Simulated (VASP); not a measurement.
# TiN (Fm-3m) in VASP: further runs

The runs below take TiN through single point, with PBE+U.

Everything below comes from runs of VASP 6.6.1. Logs are shortened: lines on timing, memory, paths and dates and some standing lists are left out, and cuts for length are marked.

## Step 1: The cell of the first run

Symmetry: Fm-3m, No. 225, cubic system. Conventional cell: a = 4.241 Å, b = 4.241 Å, c = 4.241 Å, α = 90.00°, β = 90.00°, γ = 90.00°. Ti (site symmetry m-3m) has 6 N at 2.12 Å within 2.8 Å. Within 2.8 Å of N (site symmetry m-3m) lie 6 Ti at 2.12 Å.

## Step 2: Single point, PBE+U, collinear spin

INCAR reads:

```
  PREC = Accurate
  ENCUT = 520
  EDIFF = 1E-6
  ISMEAR = -1
  SIGMA = 0.02
  LREAL = False
  LASPH = True
  NELM = 150
  ALGO = Normal
  ISIF = 2
  LWAVE = False
  LCHARG = False
  ISPIN = 2
  MAGMOM = 1 1 0 0
  LORBIT = 11
  LMAXMIX = 4
  LDAU = True
  LDAUTYPE = 2
  LDAUL = 2 -1
  LDAUU = 6 0
  LDAUJ = 0 0
  LDAUPRINT = 1
  GGA = PE
  ISYM = 0
  NBANDS = 29
```

KPOINTS reads:

```
Automatic mesh
0
Gamma
  8 5 7
```

POSCAR reads:

```
TiN
1.0
    0.0000000000     -2.1205000000     -2.1205000000
   -4.2410000000     -2.1205000000     -2.1205000000
    0.0000000000      2.1205000000     -2.1205000000
Ti N
2 2
Direct
    0.0000000000      0.0000000000      0.0000000000
    0.0000000000      0.5000000000      0.5000000000
    0.5000000000      0.0000000000      0.5000000000
    0.5000000000      0.5000000000      0.0000000000
```

Potentials or basis: VASP PAW PBE potentials, release 64 (Ti_sv, N).

Command:

```sh
$ cat potpaw_PBE.64/Ti_sv/POTCAR potpaw_PBE.64/N/POTCAR > POTCAR
$ mpirun -np 1 vasp_std > vasp.out
```

OUTCAR:

```text
PREC = Accurate
   ENCUT = 520
   EDIFF = 1E-6
   ISMEAR = -1
   LREAL = False
   LASPH = True
   NELM = 150
   ISIF = 2
   ISPIN = 2
   LORBIT = 11
   GGA = PE
   ISYM = 0

 ion  position               nearest neighbor table
   1  0.000  0.000  0.000-   3 2.12   3 2.12   4 2.12   3 2.12   4 2.12   3 2.12
   2  0.000  0.500  0.500-   4 2.12   4 2.12   3 2.12   3 2.12   4 2.12   4 2.12
   3  0.500  0.000  0.500-   1 2.12   1 2.12   2 2.12   1 2.12   2 2.12   1 2.12
   4  0.500  0.500  0.000-   2 2.12   2 2.12   1 2.12   1 2.12   2 2.12   2 2.12

IMPORTANT INFORMATION: All symmetrisations will be switched off!
NOSYMM: (Re-)initialisation of all symmetry stuff for point group C_1.

----------------------------------------------------------------------------------------

                                     Primitive cell

  volume of cell :      38.1395

  direct lattice vectors                    reciprocal lattice vectors
     0.000000000 -2.120500000 -2.120500000     0.235793445 -0.235793445 -0.235793445
    -4.241000000 -2.120500000 -2.120500000    -0.235793445  0.000000000  0.000000000
     0.000000000  2.120500000 -2.120500000     0.000000000  0.235793445 -0.235793445

  length of vectors
     2.998839859  5.194143000  2.998839859     0.408406227  0.235793445  0.333462288

  position of ions in fractional coordinates (direct lattice)
     0.000000000  0.000000000  0.000000000
     0.000000000  0.500000000  0.500000000
     0.500000000  0.000000000  0.500000000
     0.500000000  0.500000000  0.000000000

  ion indices of the primitive-cell ions
   primitive index   ion index
                 1           1
                 2           2
                 3           3
                 4           4

----------------------------------------------------------------------------------------

 KPOINTS: Automatic mesh

Automatic generation of k-mesh.
 Grid dimensions read from file:
 generate k-points for:    8    5    7

 Generating k-lattice:

  Cartesian coordinates                     Fractional coordinates (reciprocal lattice)
     0.029474181 -0.029474181 -0.029474181     0.125000000  0.000000000  0.000000000
    -0.047158689  0.000000000  0.000000000     0.000000000  0.200000000  0.000000000
     0.000000000  0.033684778 -0.033684778     0.000000000  0.000000000  0.142857143

  Length of vectors
     0.051050778  0.047158689  0.047637470

  Shift w.r.t. Gamma in fractional coordinates (k-lattice)
     0.000000000  0.000000000  0.000000000

 -----------------------------------------------------------------------------
|                                                                             |
|           W    W    AA    RRRRR   N    N  II  N    N   GGGG   !!!           |
|           W    W   A  A   R    R  NN   N  II  NN   N  G    G  !!!           |
|           W    W  A    A  R    R  N N  N  II  N N  N  G       !!!           |
|           W WW W  AAAAAA  RRRRR   N  N N  II  N  N N  G  GGG   !            |
|           WW  WW  A    A  R   R   N   NN  II  N   NN  G    G                |
|           W    W  A    A  R    R  N    N  II  N    N   GGGG   !!!           |
|                                                                             |
|     Your reciprocal lattice and k-lattice belong to different lattice       |
|     classes:                                                                |
[... 115 lines left out ...]
spin component  2

  0.1642  0.0028 -0.0005  0.0006 -0.0000
  0.0028  0.1500  0.0007  0.0028 -0.0012
 -0.0005  0.0007  0.1851  0.0003  0.0002
  0.0006  0.0028  0.0003  0.1642  0.0004
 -0.0000 -0.0012  0.0002  0.0004  0.1849

 occupancies and eigenvectors

  o =  0.1489  v =  0.0000  0.0000  0.0000  0.0000  0.0000  0.1721 -0.9691  0.0196  0.1723 -0.0339      0.0000  0.0000  0.0000  0.0000  0.0000  0.0000  0.0000  0.0000  0.0000  0.0000
  o =  0.1637  v =  0.0000  0.0000  0.0000  0.0000  0.0000 -0.7068  0.0002 -0.0260  0.7068 -0.0150      0.0000  0.0000  0.0000  0.0000  0.0000  0.0000  0.0000  0.0000  0.0000  0.0000
  o =  0.1658  v =  0.0000  0.0000  0.0000  0.0000  0.0000  0.6859  0.2436 -0.0005  0.6857  0.0009      0.0000  0.0000  0.0000  0.0000  0.0000  0.0000  0.0000  0.0000  0.0000  0.0000
  o =  0.1849  v =  0.0000  0.0000  0.0000  0.0000  0.0000 -0.0060  0.0382  0.4993 -0.0060 -0.8656      0.0000  0.0000  0.0000  0.0000  0.0000  0.0000  0.0000  0.0000  0.0000  0.0000
  o =  0.1853  v =  0.0000  0.0000  0.0000  0.0000  0.0000  0.0212 -0.0000 -0.8658 -0.0212 -0.4994      0.0000  0.0000  0.0000  0.0000  0.0000  0.0000  0.0000  0.0000  0.0000  0.0000
  o =  0.1869  v =  0.1349 -0.0001 -0.8499 -0.1352 -0.4912  0.0000  0.0000  0.0000  0.0000  0.0000      0.0000  0.0000  0.0000  0.0000  0.0000  0.0000  0.0000  0.0000  0.0000  0.0000
  o =  0.1874  v = -0.0041  0.1168 -0.4970 -0.0041  0.8598  0.0000  0.0000  0.0000  0.0000  0.0000      0.0000  0.0000  0.0000  0.0000  0.0000  0.0000  0.0000  0.0000  0.0000  0.0000
  o =  0.1894  v =  0.6545  0.3756  0.0191  0.6551 -0.0337  0.0000  0.0000  0.0000  0.0000  0.0000      0.0000  0.0000  0.0000  0.0000  0.0000  0.0000  0.0000  0.0000  0.0000  0.0000
  o =  0.1937  v =  0.6945 -0.0003  0.1653 -0.6936  0.0956  0.0000  0.0000  0.0000  0.0000  0.0000      0.0000  0.0000  0.0000  0.0000  0.0000  0.0000  0.0000  0.0000  0.0000  0.0000
  o =  0.1963  v = -0.2666  0.9194  0.0552 -0.2673 -0.0955  0.0000  0.0000  0.0000  0.0000  0.0000      0.0000  0.0000  0.0000  0.0000  0.0000  0.0000  0.0000  0.0000  0.0000  0.0000

atom =   2  type =  1  l = 2

 onsite density matrix

spin component  1

  0.1919 -0.0017  0.0007 -0.0016  0.0006
 -0.0017  0.1952  0.0005 -0.0017 -0.0008
  0.0007  0.0005  0.1872 -0.0009 -0.0002
 -0.0016 -0.0017 -0.0009  0.1919 -0.0003
  0.0006 -0.0008 -0.0002 -0.0003  0.1874

spin component  2

  0.1642  0.0028 -0.0005  0.0006 -0.0000
  0.0028  0.1500  0.0007  0.0028 -0.0012
 -0.0005  0.0007  0.1851  0.0003  0.0002
  0.0006  0.0028  0.0003  0.1642  0.0004
 -0.0000 -0.0012  0.0002  0.0004  0.1849

 occupancies and eigenvectors

  o =  0.1489  v =  0.0000  0.0000  0.0000  0.0000  0.0000  0.1721 -0.9691  0.0195  0.1722 -0.0339      0.0000  0.0000  0.0000  0.0000  0.0000  0.0000  0.0000  0.0000  0.0000  0.0000
  o =  0.1637  v =  0.0000  0.0000  0.0000  0.0000  0.0000 -0.7068  0.0001 -0.0260  0.7068 -0.0150      0.0000  0.0000  0.0000  0.0000  0.0000  0.0000  0.0000  0.0000  0.0000  0.0000
  o =  0.1658  v =  0.0000  0.0000  0.0000  0.0000  0.0000  0.6858  0.2436 -0.0005  0.6858  0.0009      0.0000  0.0000  0.0000  0.0000  0.0000  0.0000  0.0000  0.0000  0.0000  0.0000
  o =  0.1849  v =  0.0000  0.0000  0.0000  0.0000  0.0000 -0.0060  0.0382  0.4994 -0.0060 -0.8655      0.0000  0.0000  0.0000  0.0000  0.0000  0.0000  0.0000  0.0000  0.0000  0.0000
  o =  0.1853  v =  0.0000  0.0000  0.0000  0.0000  0.0000  0.0212 -0.0000 -0.8658 -0.0212 -0.4995      0.0000  0.0000  0.0000  0.0000  0.0000  0.0000  0.0000  0.0000  0.0000  0.0000
  o =  0.1869  v =  0.1351 -0.0002 -0.8497 -0.1353 -0.4913  0.0000  0.0000  0.0000  0.0000  0.0000      0.0000  0.0000  0.0000  0.0000  0.0000  0.0000  0.0000  0.0000  0.0000  0.0000
  o =  0.1874  v = -0.0041  0.1168 -0.4972 -0.0040  0.8597  0.0000  0.0000  0.0000  0.0000  0.0000      0.0000  0.0000  0.0000  0.0000  0.0000  0.0000  0.0000  0.0000  0.0000  0.0000
  o =  0.1894  v =  0.6544  0.3756  0.0192  0.6551 -0.0338  0.0000  0.0000  0.0000  0.0000  0.0000      0.0000  0.0000  0.0000  0.0000  0.0000  0.0000  0.0000  0.0000  0.0000  0.0000
  o =  0.1937  v =  0.6947 -0.0007  0.1654 -0.6934  0.0958  0.0000  0.0000  0.0000  0.0000  0.0000      0.0000  0.0000  0.0000  0.0000  0.0000  0.0000  0.0000  0.0000  0.0000  0.0000
  o =  0.1963  v = -0.2662  0.9194  0.0553 -0.2677 -0.0955  0.0000  0.0000  0.0000  0.0000  0.0000      0.0000  0.0000  0.0000  0.0000  0.0000  0.0000  0.0000  0.0000  0.0000  0.0000

 number of electron      33.9999998 magnetization       0.2504770

 Free energy of the ion-electron system (eV)
  ---------------------------------------------------
  ext. energy  EPLUGINS =         0.00000000
  ---------------------------------------------------
  free energy    TOTEN  =       -30.03020093 eV

  energy without entropy =      -30.02806214  energy(sigma->0) =      -30.02913153

 E-fermi :  12.4651     XC(G=0): -13.0478

 val. band max:       12.4574954962   @ k =   0.2500  -0.4000   0.2857
 cond. band min:      12.4703507226   @ k =  -0.3750  -0.0000   0.4286
 fundamental gap:      0.0128552265
 Fermi energy:        12.4651051007

 spin component 1

 k-point     1 :       0.0000    0.0000    0.0000
  band No.  band energies     occupation
      1     -47.2638      1.00000
      2     -47.1427      1.00000
      3     -23.6894      1.00000
      4     -23.4051      1.00000
      5     -23.3987      1.00000
      6     -23.2118      1.00000
[... 1529 lines left out ...]
     28      21.8932      0.00000
     29      24.4262      0.00000

 [... further k-points ...]
[... 5 lines left out ...]
  --------------------------------------------------------------------------------------
  -------------------------------------------------------------------------------------
  Total        4.8099142      4.9355683      4.9355647      0.0695651      0.0694717      0.0695622
  in kB      202.0566230    207.3351458    207.3349944      2.9223143      2.9183926      2.9221943
  external PRESSURE =     205.5755877 kB  Pullay stress =       0.0000000 kB

 VOLUME and BASIS-vectors are now :
 -----------------------------------------------------------------------------
  energy-cutoff  :      520.00
  volume of cell :       38.14
      direct lattice vectors                 reciprocal lattice vectors
     0.000000000 -2.120500000 -2.120500000     0.235793445 -0.235793445 -0.235793445
    -4.241000000 -2.120500000 -2.120500000    -0.235793445  0.000000000  0.000000000
     0.000000000  2.120500000 -2.120500000     0.000000000  0.235793445 -0.235793445

 POSITION                                       TOTAL-FORCE (eV/Angst)
 -----------------------------------------------------------------------------------
      0.00000      0.00000      0.00000        -0.000002     -0.000003     -0.000002
     -2.12050      0.00000     -2.12050        -0.000000      0.000003      0.000001
      0.00000      0.00000     -2.12050         0.000000     -0.000001     -0.000000
     -2.12050     -2.12050     -2.12050         0.000001      0.000001      0.000001
 -----------------------------------------------------------------------------------
    total drift:                               -0.000001      0.000001     -0.000004

  FREE ENERGIE OF THE ION-ELECTRON SYSTEM (eV)
  ---------------------------------------------------
  free  energy   TOTEN  =       -30.0302009285 eV

  energy  without entropy=      -30.0280621390  energy(sigma->0) =      -30.02913153

 total charge

# of ion       s       p       d       tot
------------------------------------------
    1        2.200   6.254   1.775  10.229
    2        2.200   6.254   1.775  10.229
    3        1.243   2.560   0.000   3.802
    4        1.243   2.560   0.000   3.802
--------------------------------------------------
tot          6.885  17.626   3.551  28.062

 magnetization (x)

# of ion       s       p       d       tot
------------------------------------------
    1        0.001   0.001   0.105   0.106
    2        0.001   0.001   0.105   0.106
    3       -0.000  -0.003   0.000  -0.003
    4       -0.000  -0.003   0.000  -0.003
--------------------------------------------------
tot          0.001  -0.004   0.209   0.206
```

It took 3.7 min on 1 thread of Oxide Virtual Turin-like, shared host; peak memory 0.31 GiB.

Results:

| Property | Result |
| --- | --- |
| Free energy | -30.0302 eV |
| Pressure | 20.6 GPa |
| Net moment | 0.25 μB per cell |
| Site moments | Ti +0.11; N -0.00 μB |
| Valence electrons inside the program's atomic spheres | Ti 10.23; N 3.80 |

Stress tensor (GPa, compression positive):
```
20.21  0.29  0.29
 0.29 20.73  0.29
 0.29  0.29 20.73
```

Levels at points of the mesh, in eV from the Fermi level:
Spin up:
```tsv
k point	band 15	band 16	band 17	band 18	band 19	band 20
(0.00, 0.00, 0.00)	-2.61	-2.61	-2.60	-0.69	-0.65	-0.63
(0.50, 0.00, 0.00)	-5.72	-5.72	1.67	1.70	1.71	1.71
```
Spin down:
```
           k point  band 13  band 14  band 15  band 16  band 17  band 18  band 19  band 20  band 21  band 22
(0.00, 0.00, 0.00)    -3.88    -2.95    -2.61    -2.61    -2.61    -0.40    -0.39    -0.30     0.74     0.76
(0.50, 0.00, 0.00)    -5.69    -5.69    -5.68    -5.68     1.98     1.99     2.01     2.06     2.47     2.51
```

Eigenvalues of the final occupation matrices:
| site | spin | trace | eigenvalues |
| --- | --- | --- | --- |
| site 1 d | 1 | 0.95 | 0.19 0.19 0.19 0.19 0.20 |
| site 1 d | 2 | 0.85 | 0.15 0.16 0.17 0.18 0.19 |
| site 2 d | 1 | 0.95 | 0.19 0.19 0.19 0.19 0.20 |
| site 2 d | 2 | 0.85 | 0.15 0.16 0.17 0.18 0.19 |

Caveat: the cell stands under pressure; a moment this small can come from the mesh or the smearing.

(Part 1 of 2 ends here.)
